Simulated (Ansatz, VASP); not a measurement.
**Two plane-wave programs on BAs**

INCAR

```
ALGO = Normal ; EDIFF = 1E-6
ENCUT = 500 ; GGA = PE
GGA_COMPAT = F ; ISIF = 2
ISMEAR = -1 ; LASPH = T
LCHARG = F ; LREAL = F
LWAVE = F ; NBANDS = 11
NELM = 120 ; PREC = Accurate
SIGMA = 0.02
```

Contents of KPOINTS:

```
k-points
0
Gamma
  10 10 10
```

The input POSCAR:

```
BAs
1.0
    0.0000000000      2.4516642976      2.3643689670
    2.4516642976      0.0000000000      2.3643689670
    2.4516642976      2.4516642976      0.0000000000
B As
1 1
Direct
    0.0000000000      0.0000000000      0.0000000000
    0.2500000000      0.2500000000      0.2500000000
```

Input for Ansatz:

```yaml
crystal:
  lattice:
    - [0.0, 2.4516642976, 2.364368967]
    - [2.4516642976, 0.0, 2.364368967]
    - [2.4516642976, 2.4516642976, 0.0]
  atoms:
    - { symbol: B, position: [0.0, 0.0, 0.0] }
    - { symbol: As, position: [0.25, 0.25, 0.25] }
kpoints:
  mp_grid: { grid: [10, 10, 10] }
  band_path:
    path:
      - [0.0, 0.0, 0.0]
      - [-0.5, -0.5, 0.0]
      - [-0.375, -0.375, 0.25]
      - [-0.375, 0.0, 0.375]
      - [0.0, 0.0, 0.5]
      - [-0.5, -0.25, 0.25]
      - [0.0, 0.4, 0.4]
    npoints: 1
hamiltonian:
  xc: pbe
scf:
  occupations: { method: fermi_dirac, width: 0.02 }
  n_extra_bands: 4
output:
  forces: true
  stress: true
  eigenvalues: true
```

Change from the starting cell: epitaxial_xy strain +2.5%.

Alike in both runs: task single point; functional PBE; k mesh 10 × 10 × 10; occupations fermi-dirac, width 0.02 eV; no spin polarisation.

|  | VASP | Ansatz |
| --- | --- | --- |
| version | VASP 6.6.1 | Ansatz 0.2.0 |
| potentials or method | VASP PAW PBE potentials, release 64 (B, As) | plane waves, PAW |
| plane-wave cutoff (eV) | 500 | 420 |
| valence electrons in the cell | 8 | 18 |

Ansatz gave:

```
pressure (GPa)                                                : -2.7
traceless stress, the component that is largest in VASP (GPa) : 4.56
```

What did VASP give for the same quantities?

Pressure (GPa): -2.2; traceless stress, the component that is largest in VASP (GPa): 4.54.

VASP's potentials hold 8 valence electrons a cell and Ansatz's 18, so a difference there can come from the potentials and not from the codes.
